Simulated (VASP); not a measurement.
Here is a VASP 6.6.1 calculation.

INCAR

```
ALGO = Normal ; EDIFF = 1E-6
ENCUT = 520 ; GGA = PE
ISIF = 2 ; ISMEAR = 0
LASPH = True ; LCHARG = True
LELF = True ; LREAL = False
LVHAR = True ; LWAVE = False
NBANDS = 10 ; NELM = 100
PREC = Accurate ; SIGMA = 0.02
```

The input KPOINTS:

```
k-points
0
Gamma
  9 9 6
```

POSCAR

```
H
1.0
    4.1526018351      0.2304078254      0.0658966381
   -1.8767618876      3.2506204452     -0.1317866519
    0.0866007122     -0.1499867813      5.2681090588
H
4
Direct
    0.3441383763      0.6607518699      0.1596650598
    0.6558616237      0.3055360556      0.6825003826
    0.6558616237      0.3503255582      0.8174996174
    0.3441383763      0.6833865164      0.3403349402
```

Potentials or basis: VASP PAW PBE potentials, release 64 (H).

The run is started by

```console
$ cat potpaw_PBE.64/H/POTCAR > POTCAR
$ mpirun -np 1 vasp_std > vasp.out
```

(1) What does it give for the largest force?

(2) Predict the pressure.

(3) Predict the band gap on the k mesh.

Answers

(1) 3.840 eV/Å.

(2) -2.2 GPa.

(3) 8.14 eV (least direct gap 8.19 eV).

Caveat: the cell differs from its parent crystal (strained and its atoms moved); the stress differs along the axes, from -6 to -0 GPa; forces of over 1 eV/Å act on the atoms, so gaps and moduli don't describe the material at rest.
